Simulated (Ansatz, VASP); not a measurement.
## One calculation of Al3BN2, two programs

INCAR

```
SYSTEM = Al3BN2
PREC     = Accurate       ! precision mode
ENCUT    = 520            ! plane-wave cutoff, eV
EDIFF    = 1E-6           ! SCF threshold, eV
ISMEAR   = 0              ! smearing method
SIGMA    = 0.1            ! smearing width, eV
LREAL    = .False.        ! projectors in reciprocal space
LASPH    = .True.         ! aspherical terms in the spheres
NELM     = 60             ! most SCF steps
ALGO     = Normal         ! electronic algorithm
ISIF     = 2              ! what is computed and relaxed
LWAVE    = .False.        ! write WAVECAR
LCHARG   = .True.         ! write CHGCAR
GGA      = PE             ! functional
LELF     = .True.         ! ELF
LVHAR    = .True.       
NBANDS   = 20             ! bands
```

The input KPOINTS:

```
regular mesh
0
Gamma
  6 6 4
  0 0 0
```

POSCAR

```
Al3BN2
1.0
    4.0481248600      0.0000000000      0.0000000000
   -2.0240624300      3.5057789700      0.0000000000
    0.0000000000      0.0000000000      6.2170662600
Al B N
3 1 2
Direct
    0.3333333300      0.6666666700      0.5000000000
    0.6666666700      0.3333333300      0.5000000000
    0.0000000000      0.0000000000      0.0000000000
    0.0000000000      0.0000000000      0.5000000000
    0.3333333300      0.6666666700      0.0000000000
    0.6666666700      0.3333333300      0.0000000000
```

Input for Ansatz:

```yaml
crystal:
  lattice:
    - [4.04812486, 0.0, 0.0]
    - [-2.02406243, 3.50577897, 0.0]
    - [0.0, 0.0, 6.21706626]
  atoms:
    - { symbol: Al, position: [0.33333333, 0.66666667, 0.5] }
    - { symbol: Al, position: [0.66666667, 0.33333333, 0.5] }
    - { symbol: Al, position: [0.0, 0.0, 0.0] }
    - { symbol: B, position: [0.0, 0.0, 0.5] }
    - { symbol: "N", position: [0.33333333, 0.66666667, 0.0] }
    - { symbol: "N", position: [0.66666667, 0.33333333, 0.0] }
basis:
  ecutwfc: 420
kpoints:
  mp_grid: { grid: [6, 6, 4] }
hamiltonian:
  xc: pbe
scf:
  occupations: { method: gaussian, width: 0.1 }
  lower_state_search: "off"
output:
  forces: true
  stress: true
  eigenvalues: true
```

Alike in both runs: task single point; functional PBE; k mesh 6 × 6 × 4; occupations gaussian, width 0.1 eV; no spin polarisation.

```csv
,VASP,Ansatz
version,VASP 6.6.1,Ansatz 0.2.0
potentials or method,"VASP PAW PBE potentials, release 64 (Al, B, N), cutoff 520 eV","scalar-relativistic, plane waves, PAW"
valence electrons in the cell,22,22
```

VASP gave:

```
gap on the k mesh at the Fermi level (eV)                     : none
pressure (GPa)                                                : -12.2
traceless stress, the component that is largest in VASP (GPa) : -4.96
```

Task: Estimate Ansatz's values.

Result: gap on the k mesh at the Fermi level (eV): none; pressure (GPa): -12.1; traceless stress, the component that is largest in VASP (GPa): -4.94.

A gap of «none» marks a metal or a gap that the smearing closes. The functional is the same, so the differences come from potentials, cutoffs and numerics.
